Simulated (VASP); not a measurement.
# HgSe (I-4m2) in VASP: single point with HSE06

Aim: the single point of HgSe with HSE06.

All numbers are computed with VASP 6.6.1; they aren't measurements. Logs are shortened: lines on timing, memory, paths and dates and some standing lists are left out, and cuts for length are marked.

### Step 1. The cell of the first run

It takes space group I-4m2 (No. 119, tetragonal). The conventional cell has a = 4.315 Å, b = 4.315 Å, c = 6.185 Å, α = 90.00°, β = 90.00°, γ = 90.00°. Hg (site symmetry -4m2) has 4 Se at 2.65 Å within 3.5 Å. Within 3.5 Å of Se (site symmetry -4m2) lie 4 Hg at 2.65 Å.

### Step 2. Single point, HSE06 (biaxial xy strain -1.3%)

The input, POSCAR:

```
HgSe
1.0
    0.0000000000      3.0512233818      3.0926650940
    3.0512233818      0.0000000000      3.0926650940
    3.0512233818      3.0512233818      0.0000000000
Hg Se
1 1
Direct
    0.0000000000      0.0000000000      0.0000000000
    0.2500000000      0.2500000000      0.2500000000
```

The input, INCAR.step1:

```
SYSTEM = HgSe
PREC = Accurate
ENCUT = 400
EDIFF = 1E-5
ISMEAR = -1
SIGMA = 0.02
LREAL = .False.
LASPH = .True.
NELM = 120
ALGO = Normal
ISIF = 2
LWAVE = .True.
LCHARG = .False.
GGA = PE
NBANDS = 16
GGA_COMPAT = .False.
```

The input, INCAR.step2:

```
SYSTEM = HgSe
PREC = Accurate
ENCUT = 400
EDIFF = 1E-6
ISMEAR = -1
SIGMA = 0.02
LREAL = .False.
LASPH = .True.
NELM = 120
ALGO = Normal
ISIF = 2
LWAVE = .False.
LCHARG = .False.
GGA = PE
LHFCALC = .True.
HFSCREEN = 0.2079
PRECFOCK = Normal
ISTART = 1
NBANDS = 16
GGA_COMPAT = .False.
```

The input, KPOINTS:

```
regular mesh
0
Gamma
  6 6 6
  0 0 0
```

Potentials or basis: VASP PAW PBE potentials, release 64 (Hg, Se).

The run is started by

```sh
cat potpaw_PBE.64/Hg/POTCAR potpaw_PBE.64/Se/POTCAR > POTCAR
cp INCAR.step1 INCAR
mpirun -np 1 vasp_std > vasp.out
cp INCAR.step2 INCAR
mpirun -np 1 vasp_std > vasp.out
```

OUTCAR:

```text
SYSTEM = HgSe
   PREC = Accurate
   ENCUT = 400
   EDIFF = 1E-6
   ISMEAR = -1
   LREAL = .False.
   LASPH = .True.
   NELM = 120
   ISIF = 2
   GGA = PE
   LHFCALC = .True.
   HFSCREEN = 0.2079
   PRECFOCK = Normal
   ISTART = 1

 ion  position               nearest neighbor table
   1  0.000  0.000  0.000-   2 2.65   2 2.65   2 2.65   2 2.65
   2  0.250  0.250  0.250-   1 2.65   1 2.65   1 2.65   1 2.65

  LATTYP: Found a body centered tetragonal cell.
 ALAT       =     4.3150814884
 C/A-ratio  =     1.4334214092

  Lattice vectors:

 A1 = (  -3.0512233818,   0.0000000000,   3.0926650940)
 A2 = (   3.0512233818,   0.0000000000,   3.0926650940)
 A3 = (   0.0000000000,   3.0512233818,  -3.0926650940)

Analysis of symmetry for initial positions (statically):
=====================================================================
 Subroutine PRICEL returns:
 Original cell was already a primitive cell.

 Routine SETGRP: Setting up the symmetry group for a
 body centered tetragonal supercell.

 Subroutine GETGRP returns: Found  8 space group operations
 (whereof  8 operations were pure point group operations)
 out of a pool of 16 trial point group operations.

The static configuration has the point symmetry D_2d.

Analysis of symmetry for dynamics (positions and initial velocities):
=====================================================================
 Subroutine PRICEL returns:
 Original cell was already a primitive cell.

 Routine SETGRP: Setting up the symmetry group for a
 body centered tetragonal supercell.

 Subroutine GETGRP returns: Found  8 space group operations
 (whereof  8 operations were pure point group operations)
 out of a pool of 16 trial point group operations.

The dynamic configuration has the point symmetry D_2d.

 Subroutine INISYM returns: Found  8 space group operations
 (whereof  8 operations are pure point group operations),
 and found     1 'primitive' translations

----------------------------------------------------------------------------------------

                                     Primitive cell

  volume of cell :      57.5852

  direct lattice vectors                    reciprocal lattice vectors
     0.000000000  3.051223382  3.092665094    -0.163868697  0.163868697  0.161672857
     3.051223382  0.000000000  3.092665094     0.163868697 -0.163868697  0.161672857
     3.051223382  3.051223382  0.000000000     0.163868697  0.163868697 -0.161672857

  length of vectors
     4.344484033  4.344484033  4.315081488     0.282566828  0.282566828  0.282566828

  position of ions in fractional coordinates (direct lattice)
     0.000000000  0.000000000  0.000000000
     0.250000000  0.250000000  0.250000000

  ion indices of the primitive-cell ions
   primitive index   ion index
                 1           1
                 2           2

----------------------------------------------------------------------------------------

 KPOINTS: regular mesh

Automatic generation of k-mesh.
 Grid dimensions read from file:
 generate k-points for:    6    6    6

 Generating k-lattice:

  Cartesian coordinates                     Fractional coordinates (reciprocal lattice)
    -0.027311450  0.027311450  0.026945476     0.166666667  0.000000000  0.000000000
     0.027311450 -0.027311450  0.026945476     0.000000000  0.166666667  0.000000000
     0.027311450  0.027311450 -0.026945476     0.000000000  0.000000000  0.166666667

  Length of vectors
     0.047094471  0.047094471  0.047094471

  Shift w.r.t. Gamma in fractional coordinates (k-lattice)
     0.000000000  0.000000000  0.000000000

 Subroutine IBZKPT returns following result:
 ===========================================

 Found     30 irreducible k-points:

 Following reciprocal coordinates:
            Coordinates               Weight
  0.000000  0.000000  0.000000      1.000000
  0.166667  0.000000  0.000000      8.000000
  0.333333  0.000000  0.000000      8.000000
  0.500000 -0.000000  0.000000      4.000000
  0.166667  0.166667  0.000000      2.000000
  0.333333  0.166667  0.000000      8.000000
[... 16 lines left out ...]
  0.333333  0.000000  0.333333      4.000000
  0.500000 -0.000000  0.333333     16.000000
 [... further k-points ...]
   k-points           NKPTS =     30   k-points in BZ     NKDIM =    216   number of bands    NBANDS=     16
   number of dos      NEDOS =    301   number of ions     NIONS =      2
   total plane-waves  NPLWV =  21952
   dimension x,y,z NGX =    28 NGY =   28 NGZ =   28
   dimension x,y,z NGXF=    56 NGYF=   56 NGZF=   56
   ions per type =               1   1
   NGX,Y,Z   is equivalent  to a cutoff of  10.71, 10.71, 10.79 a.u.
   NGXF,Y,Z  is equivalent  to a cutoff of  21.43, 21.43, 21.57 a.u.
 SYSTEM =  HgSe
   PREC   = accura    normal or accurate (medium, high low for compatibility)
   ISTART =      1    job   : 0-new  1-cont  2-samecut
   ICHARG =      0    charge: 1-file 2-atom 10-const
   ISPIN  =      1    spin polarized calculation?
   LNONCOLLINEAR =      F non collinear calculations
   LSORBIT =      F    spin-orbit coupling
   LASPH  =      T    aspherical Exc in radial PAW
   ENCUT  =  400.0 eV  29.40 Ry    5.42 a.u.   7.08  7.08  7.04*2*pi/ulx,y,z
   NELM   =    120;   NELMIN=  2; NELMDL=  0     # of ELM steps
   EDIFF  = 0.1E-05   stopping-criterion for ELM
   LREAL  =      F    real-space projection
   EDIFFG = 0.1E-04   stopping-criterion for IOM
   NSW    =      0    number of steps for IOM
   IBRION =     -1    ionic relax: 0-MD 1-quasi-New 2-CG
   NFREE  =      0    steps in history (QN), initial steepest desc. (CG)
   ISIF   =      2    stress and relaxation
   ISYM   =      3    0-nonsym 1-usesym 2-fastsym
   POTIM  = 0.5000    time-step for ionic-motion
   TEBEG  =    0.0;   TEEND  =   0.0 temperature during run
   PSTRESS=    0.0 pullay stress
   NELECT =      18.0000    total number of electrons
   NUPDOWN=      -1.0000    fix difference up-down
   EMIN   =  10.00;   EMAX   =-10.00  energy-range for DOS
   EFERMI =   0.00;   METHOD = LEGACY
   ISMEAR =    -1;   SIGMA  =   0.02  broadening in eV -4-tet -1-fermi 0-gaus
   EFERMI_NEDOS =   21; number of points for ismear=-14 and -15
   IALGO  =     38    algorithm
   IMIX   =      1    mixing-type and parameters
     AMIX     =   0.40;   BMIX     =  1.00
     AMIX_MAG =   1.60;   BMIX_MAG =  1.00
  volume/ion in A,a.u.               =      28.79       194.30
  Fermi-wavevector in a.u.,A,eV,Ry     =   1.111037  2.099556 16.795089  1.234404
  Thomas-Fermi vector in A             =   2.247596
   LORBIT       =      0    0 simple, 1 ext, 2 COOP (PROOUT), +10 PAW based schemes
   GGA     = PE    functional components
   LHFCALC =     T    Hartree Fock is set to
   PRECFOCK=normal    Normal, Fast or Accurate (Low or Medium for compatibility)
   ENCUT4O =  -1.0   cutoff for four orbital integrals eV
   NKREDX  =     1    reduce k-point grid by
   NKREDY  =     1    reduce k-point grid by
   NKREDZ  =     1    reduce k-point grid by
   AEXX    =    0.2500 exact exchange contribution
   HFSCREEN=    0.2079 screening length (either q_TF or 0.3 A-1)
   HFSCREENC=   0.2079 screening length for correlation (either q_TF or 0.3 A-1)
   ENCUTFOCK=  -1.0 apply spherical cutoff to Coloumb kernel
   IVDW    =     0    specifies the selected vdW correction
   LEPSILON=     F    determine dielectric tensor
   LRPA    =     F    only Hartree local field effects (RPA)
 non-spin polarized calculation
  energy-cutoff  :      400.00
  volume of cell :       57.59
 maximum number of plane-waves:      1056
  NGX = 24; NGY = 24; NGZ = 24

 number of electron      18.0000007 magnetization

 Free energy of the ion-electron system (eV)
  ---------------------------------------------------
  ext. energy  EPLUGINS =         0.00000000
  ---------------------------------------------------
  free energy    TOTEN  =        -5.27292406 eV

  energy without entropy =       -5.27262799  energy(sigma->0) =       -5.27277602

 E-fermi :   1.0033     XC(G=0):  -7.4372

 val. band max:        1.0010178236   @ k =   0.0000   0.0000   0.0000
 cond. band min:       2.4646676475   @ k =   0.1667   0.0000   0.0000
 fundamental gap:      1.4636498239
 Fermi energy:         1.0032529798

 k-point     1 :       0.0000    0.0000    0.0000
  band No.  band energies     occupation
      1     -13.4919      2.00000
      2      -7.0616      2.00000
      3      -7.0552      2.00000
      4      -7.0552      2.00000
      5      -6.3546      2.00000
      6      -6.3433      2.00000
[... 8 lines left out ...]
     15      13.2461      0.00000
     16      13.4483      0.00000

 k-point     2 :       0.1667    0.0000    0.0000
  band No.  band energies     occupation
      1     -13.3712      2.00000
      2      -7.0103      2.00000
      3      -7.0047      2.00000
      4      -6.9745      2.00000
      5      -6.3555      2.00000
      6      -6.3468      2.00000
[... 8 lines left out ...]
     15      12.1876      0.00000
     16      12.2825      0.00000

 k-point     3 :       0.3333    0.0000    0.0000
  band No.  band energies     occupation
      1     -13.1199      2.00000
      2      -6.9259      2.00000
      3      -6.9172      2.00000
      4      -6.5912      2.00000
      5      -6.3324      2.00000
      6      -6.3315      2.00000
[... 8 lines left out ...]
     15      12.5566      0.00000
     16      12.5623      0.00000

 k-point     4 :       0.5000   -0.0000    0.0000
  band No.  band energies     occupation
      1     -12.9894      2.00000
      2      -6.8947      2.00000
      3      -6.8837      2.00000
      4      -6.3084      2.00000
      5      -6.3053      2.00000
      6      -6.0078      2.00000
[... 8 lines left out ...]
     15      13.8947      0.00000
     16      13.9740      0.00000
[... 324 lines left out ...]
 k-point    22 :      -0.3333    0.5000    0.1667
  band No.  band energies     occupation
      1     -12.8250      2.00000
      2      -6.7658      2.00000
      3      -6.6581      2.00000
      4      -6.4873      2.00000
      5      -6.3122      2.00000
      6      -5.7884      2.00000
[... 8 lines left out ...]
     15      14.5999      0.00000
     16      14.6810      0.00000

 k-point    23 :       0.3333    0.0000    0.3333
  band No.  band energies     occupation
      1     -12.9934      2.00000
      2      -6.8669      2.00000
      3      -6.7290      2.00000
      4      -6.7067      2.00000
      5      -6.3169      2.00000
      6      -6.2726      2.00000
[... 8 lines left out ...]
     15      13.6693      0.00000
     16      15.8191      0.00000

 k-point    24 :       0.5000   -0.0000    0.3333
  band No.  band energies     occupation
      1     -12.8635      2.00000
      2      -6.8076      2.00000
      3      -6.6536      2.00000
      4      -6.5756      2.00000
      5      -6.2733      2.00000
      6      -5.9923      2.00000
[... 8 lines left out ...]
     15      14.2293      0.00000
     16      15.0998      0.00000

 [... further k-points ...]

------------------------ aborting loop because EDIFF is reached ----------------------------------------

  FORCE on cell =-STRESS in cart. coord.  units (eV):
  Direction    XX          YY          ZZ          XY          YZ          ZX
  --------------------------------------------------------------------------------------
  -------------------------------------------------------------------------------------
  Total        0.5415214      0.5415214      0.4715660      0.0000000      0.0000000      0.0000000
  in kB       15.0666011     15.0666011     13.1202506      0.0000000      0.0000000      0.0000000
  external PRESSURE =      14.4178176 kB  Pullay stress =       0.0000000 kB

 VOLUME and BASIS-vectors are now :
 -----------------------------------------------------------------------------
  energy-cutoff  :      400.00
  volume of cell :       57.59
      direct lattice vectors                 reciprocal lattice vectors
     0.000000000  3.051223382  3.092665094    -0.163868697  0.163868697  0.161672857
     3.051223382  0.000000000  3.092665094     0.163868697 -0.163868697  0.161672857
     3.051223382  3.051223382  0.000000000     0.163868697  0.163868697 -0.161672857

 POSITION                                       TOTAL-FORCE (eV/Angst)
 -----------------------------------------------------------------------------------
      0.00000      0.00000      0.00000        -0.000000     -0.000000      0.000000
      1.52561      1.52561      1.54633         0.000000      0.000000     -0.000000
 -----------------------------------------------------------------------------------
    total drift:                                0.000001     -0.000001     -0.000004

  FREE ENERGIE OF THE ION-ELECTRON SYSTEM (eV)
  ---------------------------------------------------
  free  energy   TOTEN  =        -5.2729240552 eV

  energy  without entropy=       -5.2726279937  energy(sigma->0) =       -5.27277602
```

Run time: 2.5 h. Hardware: 1 thread of Intel Xeon 8259CL, shared host; peak memory 0.3 GiB.

Results:

| Item | Value |
| --- | --- |
| Free energy | -5.2729 eV |
| Pressure | 1.4 GPa |
| Band gap on the k mesh | zero (filled and empty bands touch) |

Stress tensor (GPa, compression positive):
```
1.51 0.00 0.00
0.00 1.51 0.00
0.00 0.00 1.31
```

Caveat: the cell differs from its parent crystal (biaxial xy strain -1.3%); the PAW data sets were made with another functional, which shifts forces and pressure a little; spin-orbit coupling is left out, which moves the levels of the heavy elements.

The gap in the log of VASP goes by the Fermi energy; the results here count the filled bands.